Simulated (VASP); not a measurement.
Wanted: the native input for a VASP 6.6.1 run.

```yaml
Task: electric field gradients
Functional: LDA
Potentials_or_basis: VASP PAW LDA potentials, release 64 (Hg)
Cutoff: 520 eV
k_mesh: 12 × 12 × 12
Occupations: fermi-dirac, width 0.03 eV
Spin: no spin polarisation
Dipole_correction: no
Further_INCAR_settings: ALGO = Normal; EDIFF = 1e-08; NBANDS = 12
```

The structure of Hg lies in POSCAR:

```
Hg
1.0
    1.7527662299      1.0119600547      2.2633981081
   -1.7527662299      1.0119600547      2.2633981081
    0.0000000000     -2.0239201093      2.2633981081
Hg
1
Direct
    0.0000000000      0.0000000000      0.0000000000
```

This cell differs from its parent crystal: volume scaled by 1.04.

The input as run:

INCAR

```
SYSTEM = Hg
PREC = Accurate
ENCUT = 520
EDIFF = 1E-8
ISMEAR = -1
SIGMA = 0.03
LREAL = .FALSE.
LASPH = .TRUE.
NELM = 80
ALGO = Normal
ISIF = 2
LWAVE = .FALSE.
LCHARG = .FALSE.
LEFG = .TRUE.
NBANDS = 12
```

KPOINTS

```
regular mesh
0
G
  12 12 12
  0 0 0
```

Potentials or basis: VASP PAW LDA potentials, release 64 (Hg).

Command:

```bash
$ cat potpaw_LDA.64/Hg/POTCAR > POTCAR
$ mpirun -np 1 vasp_std > vasp.out
```

Results of the run:

```json
{
 "Pressure": "-2.6 GPa",
 "Band gap on the k mesh": "zero (band 6 reaches 3.41 eV, above the bottom of band 7 at 0.47 eV)"
}
```

Caveat: without QUAD_EFG the Cq values of the log hold for a quadrupole moment of 1 mb, not for the nuclei; spin-orbit coupling is left out, which moves the levels of the heavy elements.

Run time: 13 s on 1 thread of Intel(R) Xeon(R) Platinum 8559C (Emerald Rapids), on a shared host, peak memory 0.17 GiB.
